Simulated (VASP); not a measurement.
Crystal: Hg.

```
Hg
1.0
     3.46181    0.00000    0.00000
    -1.73090    2.99802    0.00000
     0.00000    0.00000    5.48755
Hg
2
Direct
  0.33333 0.66667 0.25000
  0.66667 0.33333 0.75000
```

| Property | Result |
| --- | --- |
| Program | VASP 6.6.1 |
| Task | relaxation of cell and atoms |
| Functional | PBE |
| Potentials or basis | VASP PAW PBE potentials, release 64 (Hg) |
| Cutoff | 600 eV |
| k mesh | 7 × 7 × 4 |
| Occupations | fermi-dirac, width 0.05 eV |
| Spin | no spin polarisation |

At the start: pressure 1.3 GPa; volume 28.48 Å³/atom.

Question: Where does the relaxation end?

Answer: Over 7 steps the energy falls by 11.2 meV/atom and the volume is 31.82 Å³/atom (+11.8 %); space group P6_3/mmc (No. 194, to 0.05 Å).

The path:
```csv
step,energy change (eV),largest force (eV/Å),pressure (GPa),volume (Å³)
1,0.0000,0.0000,1.28,56.95
2,-0.0121,0.0000,0.74,58.85
3,-0.0221,0.0000,0.09,62.78
4,-0.0224,0.0000,0.06,63.38
5,-0.0221,0.0000,-0.11,64.58
6,-0.0224,0.0000,-0.01,63.79
7,-0.0224,0.0000,0.00,63.65
```

Final structure:
```yaml
crystal:
  lattice:
    - [3.57948, 0.00000, 0.00000]
    - [-1.78974, 3.09992, 0.00000]
    - [0.00000, 0.00000, 5.73596]
  atoms:
    - { symbol: Hg, position: [0.33333, 0.66667, 0.25000] }
    - { symbol: Hg, position: [0.66667, 0.33333, 0.75000] }
```
